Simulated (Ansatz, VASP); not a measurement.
**One calculation of Si23H4O48, two programs**

```xyz
75
Lattice="9.8316 0.0000 0.0000 -4.9158 8.5144 0.0000 0.0000 0.0000 10.8182" Properties=species:S:1:pos:R:3 pbc="T T T"
Si    2.6187    0.0083    1.7685
Si   -1.3010    2.3020    3.6317
Si    1.1100    2.0044    0.0011
Si   -2.2959    8.4953    7.1795
Si    8.4555    2.2679    9.0335
Si    1.1607    1.9456    5.4281
Si    0.1663    4.2805    1.8089
Si    6.0560    6.5358    3.6041
Si   -1.3042    6.2413   10.7820
Si    6.0521    6.5279    9.0085
Si   -1.3113    6.2633    5.3834
Si    7.5418    0.0366    1.8092
Si    3.5876    2.2741    3.5985
Si    6.0035    1.9755    0.0032
Si    7.5222    0.0105    7.2147
Si    3.5560    2.2628    9.0010
Si    6.0550    1.9907    5.4008
Si    5.0609    4.2643    1.8099
Si    1.1405    6.5592    3.5922
Si    3.6046    6.2743    0.0131
Si    5.0477    4.2535    7.2086
Si    1.1802    6.5494    8.9967
Si    3.5886    6.2623    5.4057
O    -0.3396    1.7593    4.8275
O     1.1130    3.1148    1.1890
O    -0.7587    3.7016    3.0146
O     1.6469    0.5951    0.5993
O     2.1154    2.5070    4.2338
O     3.5540    1.1785    2.3946
O    -0.3884    1.7869   10.2309
O     1.2584    2.9951    6.6710
O    -0.7751    3.6528    8.4174
O     1.6812    0.4890    5.9493
O     2.0700    2.5188    9.6062
O     3.5419    1.1618    7.8078
O    -2.8046    6.0139    4.8015
O    -1.3281    7.3940    1.1159
O    -3.2266    7.9187    2.9590
O    -0.7949    4.8520    0.6276
O    -0.3512    6.8064    4.1821
O     1.1203    5.4550    2.3964
O    -2.7995    6.0025   10.1946
O    -1.3057    7.3593    6.5885
O    -3.2443    7.9187    8.3722
O    -0.7779    4.8528    6.0088
O    -0.3357    6.7013    9.5566
O     1.3099    5.5210    7.7275
O     4.5815    1.7426    4.7729
O     5.9902    3.0897    1.1868
O     4.1085    3.6883    2.9951
O     6.5740    0.5885    0.6201
O     7.0417    2.5475    4.2342
O     8.4842    1.2054    2.4246
O     4.5170    1.7422   10.2090
O     5.9999    3.0845    6.6096
O     4.0722    3.6809    8.3860
O     6.5952    0.5883    6.0093
O     6.9573    2.4923    9.6089
O     8.4793    1.1633    7.8377
O     2.1092    6.0271    4.7849
O     3.5862    7.3948    1.1915
O     1.6874    7.9663    2.9997
O     4.1269    4.8655    0.6213
O     4.5739    6.7870    4.2190
O     6.0246    5.4119    2.4274
O     2.1163    6.0368   10.2273
O     3.5609    7.3612    6.6070
O     1.6433    7.9978    8.4195
O     4.1211    4.8526    6.0161
O     4.5724    6.7827    9.6247
O     6.0146    5.3940    7.8391
H     1.7541    4.6639    7.8469
H     0.5082    3.0321    7.3083
H     0.0221    4.9691    6.4045
H    -1.2142    4.0841    7.6480
```

Alike in both runs: task single point; functional PBE; k mesh 1 × 1 × 1; occupations gaussian, width 0.02 eV; no spin polarisation.

|  | VASP | Ansatz |
| --- | --- | --- |
| version | VASP 6.6.1 | Ansatz 0.2.0 |
| potentials or method | VASP PAW PBE potentials, release 64 (Si, O, H) | scalar-relativistic, plane waves, PAW |
| plane-wave cutoff (eV) | 520 | 420 |
| valence electrons in the cell | 384 | 384 |

|  | VASP | Ansatz | Ansatz less VASP |
| --- | --- | --- | --- |
| gap on the k mesh at the Fermi level (eV) | 5.73 | 5.73 | +0.001 |
| least direct gap on the mesh (eV) | 5.73 | 5.73 | +0.001 |

With one functional, cell and mesh, what is left measures potentials, basis and numerics.
